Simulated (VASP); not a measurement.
AlN, 4 atoms in the cell. Symmetry: P6_3mc, No. 186, hexagonal system. Conventional cell: a = 3.092 Å, b = 3.092 Å, c = 4.948 Å, α = 90.00°, β = 90.00°, γ = 120.00°. Al (site symmetry 3m) has 4 N at 1.88 Å within 2.5 Å. Within 2.5 Å of N (site symmetry 3m) lie 4 Al at 1.88 Å. 

* Program: VASP 6.6.1
* Task: single point
* Functional: LDA
* Potentials or basis: VASP PAW LDA potentials, release 64 (Al, N)
* Cutoff: 520 eV
* k mesh: 10 × 10 × 6
* Occupations: fermi-dirac, width 0.05 eV
* Spin: no spin polarisation
* Dipole correction: no
* Further INCAR settings: ALGO = Normal; EDIFF = 1e-06; NBANDS = 16

Potentials or basis: VASP PAW LDA potentials, release 64 (Al, N).

Launch:

```bash
$ cat potpaw_LDA.64/Al/POTCAR potpaw_LDA.64/N/POTCAR > POTCAR
$ mpirun -np 1 vasp_std > vasp.out
```

Hardware: 1 thread of Intel Xeon 8259CL (shared host).

**Question.** How long does it take, and how much memory?

**Answer.** Run time: 40 s on 1 thread of Intel Xeon 8259CL, on a shared host, peak memory 0.16 GiB. Counts: scf iterations 12, k points 56.
